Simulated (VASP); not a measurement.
Here is a VASP 6.6.1 calculation.

INCAR

```
SYSTEM = BeTe
ALGO = Normal
EDIFF = 1E-6
ENCUT = 520
GGA = PE
ISIF = 2
ISMEAR = 0
LASPH = .True.
LCHARG = .True.
LELF = .True.
LREAL = .False.
LVHAR = .True.
LWAVE = .False.
NBANDS = 26
NELM = 80
PREC = Accurate
SIGMA = 0.1
```

File KPOINTS:

```
k-points
0
Gamma
  6 8 10
  0 0 0
```

Contents of POSCAR:

```
BeTe
1.0
    7.5618872588      0.0000000000      0.0000000000
    0.0000000000      5.3764600007      0.0000000000
    0.0000000000      0.0000000000      3.8178324769
Be Te
4 4
Direct
    0.7500000000      0.0000000000      0.4925139297
    0.0000000000      0.5000000000      0.0000000000
    0.2500000000      0.0000000000      0.5074860703
    0.5000000000      0.5000000000      0.0000000000
    0.7500000000      0.5000000000      0.5514909468
    0.0000000000      0.0000000000      0.0000000000
    0.2500000000      0.5000000000      0.4485090532
    0.5000000000      0.0000000000      0.0000000000
```

Potentials or basis: VASP PAW PBE potentials, release 64 (Be, Te).

Launch:

```console
$ cat potpaw_PBE.64/Be/POTCAR potpaw_PBE.64/Te/POTCAR > POTCAR
$ mpirun -np 1 vasp_std > vasp.out
```

**Question.** Predict the largest force.

**Answer.** 0.009 eV/Å.

**Question.** Estimate the band gap on the k mesh.

**Answer.** Zero (bands 16 and 17 overlap by 0.81 eV).

**Question.** What does it give for the pressure?

**Answer.** 0.1 GPa.

Forces on the atoms (eV/Å):
```
Be   0.000  0.000  0.001
Be   0.000  0.000  0.000
Be   0.000  0.000 -0.001
Be   0.000  0.000  0.000
Te   0.000  0.000 -0.009
Te   0.000  0.000  0.000
Te   0.000  0.000  0.009
Te   0.000  0.000  0.000
```

Caveat: spin-orbit coupling is left out, which moves the levels of the heavy elements.
